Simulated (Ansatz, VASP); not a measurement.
**Two plane-wave programs on Al2GaSb3**

```
Al Ga Sb
1.0
     4.14876    0.00000    0.00000
    -2.07438    3.59294    0.00000
     0.00000    0.00000    9.91379
Al Ga Sb
2 1 3
Direct
  0.33333 0.66667 0.73602
  0.33333 0.66667 0.41978
  0.00000 0.00000 0.26751
  0.66667 0.33333 0.57564
  0.66667 0.33333 0.10201
  0.00000 0.00000 0.89904
```

Change from the starting cell: species swapped into the Ho2Ga3Cu type (P3m1, No. 156).

Alike in both runs: task relaxation of cell and atoms; functional PBE; k mesh 12 × 12 × 4; occupations gaussian, width 0.1 eV; no spin polarisation.

|  | VASP | Ansatz |
| --- | --- | --- |
| version | VASP 6.6.1 | Ansatz 0.2.0 |
| potentials or method | VASP PAW PBE potentials, release 64 (Al, Ga_d, Sb), cutoff 600 eV | scalar-relativistic, plane waves, PAW |
| valence electrons in the cell | 34 | 64 |

VASP gave:

```
gap on the k mesh at the Fermi level, each at its own relaxed structure (eV) : none
relaxed volume (Å³/atom)                                                     : 24.61
relaxed cell length with the largest relative difference (Å)                 : 9.705
```

Question: What did Ansatz give for the same quantities?

Answer: gap on the k mesh at the Fermi level, each at its own relaxed structure (eV): none; relaxed volume (Å³/atom): 24.58; relaxed cell length with the largest relative difference (Å): 9.694.

A gap of «none» marks a metal or a gap that the smearing closes. VASP's potentials hold 34 valence electrons a cell and Ansatz's 64, so a difference there can come from the potentials and not from the codes.

Spin-orbit coupling is off throughout.
